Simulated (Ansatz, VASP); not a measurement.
Ti: VASP beside Ansatz

File INCAR:

```
SYSTEM = Ti
ALGO     = Fast           ! electronic algorithm
EDIFF    = 1E-7           ! SCF threshold, eV
ENCUT    = 520            ! plane-wave cutoff, eV
ISIF     = 2              ! what is computed and relaxed
ISMEAR   = 0              ! smearing method
LASPH    = .TRUE.         ! aspherical terms in the spheres
LCHARG   = .FALSE.        ! write CHGCAR
LREAL    = .FALSE.        ! projectors in reciprocal space
LWAVE    = .FALSE.        ! write WAVECAR
NBANDS   = 12             ! bands
NELM     = 60             ! most SCF steps
PREC     = Accurate       ! precision mode
SIGMA    = 0.15           ! smearing width, eV
```

KPOINTS

```
k-points
0
G
  22 22 22
  0 0 0
```

File POSCAR:

```
Ti
1.0
   -1.4335455426      1.4335455426      2.1503183139
    1.4335455426     -1.4335455426      2.1503183139
    1.4335455426      1.4335455426     -2.1503183139
Ti
1
Direct
    0.0000000000      0.0000000000      0.0000000000
```

Input for Ansatz:

```yaml
crystal:
  lattice:
    - [-1.4335455426, 1.4335455426, 2.1503183139]
    - [1.4335455426, -1.4335455426, 2.1503183139]
    - [1.4335455426, 1.4335455426, -2.1503183139]
  atoms:
    - { symbol: Ti, position: [0.0, 0.0, 0.0] }
basis:
  ecutwfc: 420
kpoints:
  mp_grid: { grid: [22, 22, 22] }
hamiltonian:
  xc: lda
scf:
  occupations: { method: gaussian, width: 0.15 }
output:
  forces: true
  stress: true
  eigenvalues: true
```

Alike in both runs: task single point; functional LDA; k mesh 22 × 22 × 22; occupations gaussian, width 0.15 eV; no spin polarisation.

```csv
,VASP,Ansatz
version,VASP 6.6.1,Ansatz 0.2.0
potentials or method,"VASP PAW LDA potentials, release 64 (Ti_sv), cutoff 520 eV","scalar-relativistic, plane waves, PAW"
valence electrons in the cell,12,12
```

Ansatz gave:

```
gap on the k mesh at the Fermi level (eV)                     : none
pressure (GPa)                                                : -10.1
traceless stress, the component that is largest in VASP (GPa) : -1.17
```

Question: What did VASP give for the same quantities?

Answer: gap on the k mesh at the Fermi level (eV): none; pressure (GPa): -10.2; traceless stress, the component that is largest in VASP (GPa): -1.17.

LDA's correlation is that of Perdew and Zunger in VASP and of Perdew and Wang (1992) in Ansatz. A gap of «none» marks a metal or a gap that the smearing closes.
